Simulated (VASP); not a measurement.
The system is Si2Mo.

```
CELL_PARAMETERS angstrom
-1.58384 1.58384 3.89080
1.58384 -1.58384 3.89080
1.58384 1.58384 -3.89080
ATOMIC_POSITIONS crystal
Si 0.33300 0.33300 0.00000
Si 0.66700 0.66700 0.00000
Mo 0.00000 0.00000 0.00000
```

```yaml
Program: VASP 6.6.1
Task: relaxation of cell and atoms
Functional: LDA
Potentials_or_basis: VASP PAW LDA potentials, release 64 (Si, Mo_sv)
Cutoff: 600 eV
k_mesh: 14 × 14 × 14
Occupations: fermi-dirac, width 0.05 eV
Spin: no spin polarisation
```

At the start: pressure 1.1 GPa; volume 13.01 Å³/atom.

Question: How do energy, volume and symmetry change on relaxing?

Answer: Over 7 steps the energy falls by 2.2 meV/atom and the volume is 13.10 Å³/atom (+0.6 %); space group I4/mmm (No. 139, to 0.05 Å).

The path:
```tsv
step	energy change (eV)	largest force (eV/Å)	pressure (GPa)	volume (Å³)
1	0.0000	0.3239	1.12	39.04
2	-0.0053	0.0449	-1.51	39.56
3	-0.0057	0.1026	-1.00	39.45
4	-0.0057	0.0941	1.01	39.14
5	-0.0066	0.0051	0.02	39.29
6	-0.0066	0.0020	-0.02	39.29
7	-0.0067	0.0002	-0.01	39.29
```

Final structure:
```
Si Mo
1.0
    -1.58861    1.58861    3.89234
     1.58861   -1.58861    3.89234
     1.58861    1.58861   -3.89234
Si Mo
2 1
Cartesian
  0.0000 0.0000 2.6095
  0.0000 0.0000 5.1752
  0.0000 0.0000 0.0000
```
